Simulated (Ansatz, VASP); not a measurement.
Se in VASP and in Ansatz

Contents of INCAR:

```
SYSTEM = Se
  PREC = Accurate
  ENCUT = 520
  EDIFF = 1E-6
  ISMEAR = 0
  SIGMA = 0.15
  LREAL = .False.
  LASPH = .True.
  NELM = 80
  ALGO = Normal
  ISIF = 2
  LWAVE = .False.
  LCHARG = .False.
  GGA = PE
  IVDW = 12
  NBANDS = 9
```

KPOINTS

```
regular mesh
0
Gamma
  16 16 16
  0 0 0
```

File POSCAR:

```
Se
1.0
    2.8105630200      0.0000000000      0.0000000000
    0.0000000000      2.8105630200     -0.0281056302
    0.0000000000     -0.0281056302      2.8105630200
Se
1
Direct
    0.0000000000      0.0000000000      0.0000000000
```

Input for Ansatz:

```yaml
crystal:
  lattice:
    - [2.81056302, 0.0, 0.0]
    - [0.0, 2.81056302, -0.0281056302]
    - [0.0, -0.0281056302, 2.81056302]
  atoms:
    - { symbol: Se, position: [0.0, 0.0, 0.0] }
basis:
  ecutwfc: 420
kpoints:
  mp_grid: { grid: [16, 16, 16] }
hamiltonian:
  xc: pbe
  dispersion: d3bj
scf:
  occupations: { method: gaussian, width: 0.15 }
output:
  forces: true
  stress: true
  eigenvalues: true
```

Change from the starting cell: strain -0.0200 x Voigt [0, 0, 0, 1, 0, 0], atoms carried along.

Alike in both runs: task single point; functional PBE; dispersion D3(BJ); k mesh 16 × 16 × 16; occupations gaussian, width 0.15 eV; no spin polarisation.

|  | VASP | Ansatz |
| --- | --- | --- |
| version | VASP 6.6.1 | Ansatz 0.2.0 |
| potentials or method | VASP PAW PBE potentials, release 64 (Se), cutoff 520 eV | scalar-relativistic, plane waves, PAW |
| valence electrons in the cell | 6 | 16 |

|  | VASP | Ansatz | Ansatz less VASP |
| --- | --- | --- | --- |
| gap on the k mesh at the Fermi level (eV) | none | none | - |
| pressure (GPa) | -1.3 | -1.4 | -0.04 |
| traceless stress, the component that is largest in VASP (GPa) | 0.19 | 0.19 | +0.001 |

A gap of «none» marks a metal or a gap that the smearing closes. VASP's potentials hold 6 valence electrons a cell and Ansatz's 16, so a difference there can come from the potentials and not from the codes.
